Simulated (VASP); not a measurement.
ZnS: single point with PBEsol+U

Crystal: ZnS.

```
CELL_PARAMETERS angstrom
1.90307 1.09874 9.35195
-1.90307 1.09874 9.35195
0.00000 -2.19748 9.35195
ATOMIC_POSITIONS crystal
Zn 0.99997 0.99997 0.99997
Zn 0.22227 0.22227 0.22227
Zn 0.44461 0.44461 0.44461
S 0.08327 0.08327 0.08327
S 0.52784 0.52784 0.52784
S 0.30536 0.30536 0.30536
```

```json
{"Program": "VASP 6.6.1", "Task": "single point", "Functional": "PBEsol", "Potentials or basis": "VASP PAW PBE potentials, release 64 (Zn, S)", "Cutoff": "500 eV", "k mesh": "6 × 6 × 6", "Occupations": "gaussian, width 0.01 eV", "Spin": "no spin polarisation", "Hubbard terms": "Zn d U = 2.0 eV"}
```

The pressure is -1.7 GPa. The largest force is 0.013 eV/Å and the band gap on the k mesh is 2.19 eV.

Forces on the atoms (eV/Å):
```
Zn   0.000  0.000 -0.001
Zn   0.000  0.000 -0.005
Zn   0.000  0.000 -0.013
S    0.000  0.000  0.007
S    0.000  0.000  0.002
S    0.000  0.000  0.010
```

Levels at points of the mesh, in eV from the valence-band top:
```tsv
k point	band 23	band 24	band 25	band 26	band 27	band 28	band 29	band 30	band 31	band 32
(0.00, 0.00, 0.00)	-0.67	-0.67	-0.06	0.00	0.00	2.19	3.34	3.49	6.36	6.36
(0.50, 0.00, 0.00)	-2.14	-1.91	-1.90	-1.29	-0.86	3.28	3.87	4.03	4.86	5.23
(0.50, 0.50, 0.00)	-2.20	-1.88	-1.25	-1.25	-1.24	3.30	3.59	4.25	4.93	5.77
(0.50, 0.50, 0.50)	-0.87	-0.25	-0.25	-0.23	-0.23	3.18	3.32	3.46	6.27	6.35
```

Eigenvalues of the final occupation matrices:
| site | spin | trace | eigenvalues |
| --- | --- | --- | --- |
| site 1 d | 1 | 4.93 | 0.98 0.98 0.99 0.99 0.99 |
| site 1 d | 2 | 4.93 | 0.98 0.98 0.99 0.99 0.99 |
| site 2 d | 1 | 4.93 | 0.98 0.98 0.99 0.99 0.99 |
| site 2 d | 2 | 4.93 | 0.98 0.98 0.99 0.99 0.99 |
| site 3 d | 1 | 4.93 | 0.98 0.98 0.99 0.99 0.99 |
| site 3 d | 2 | 4.93 | 0.98 0.98 0.99 0.99 0.99 |

It took 6.9 min on 1 thread of AMD EPYC 9R45 96-Core Processor (Zen 5), with other jobs on the host, peak memory 0.63 GiB.

Caveat: the PAW data sets were made with another functional, which shifts forces and pressure a little. A k mesh can miss the band edges.
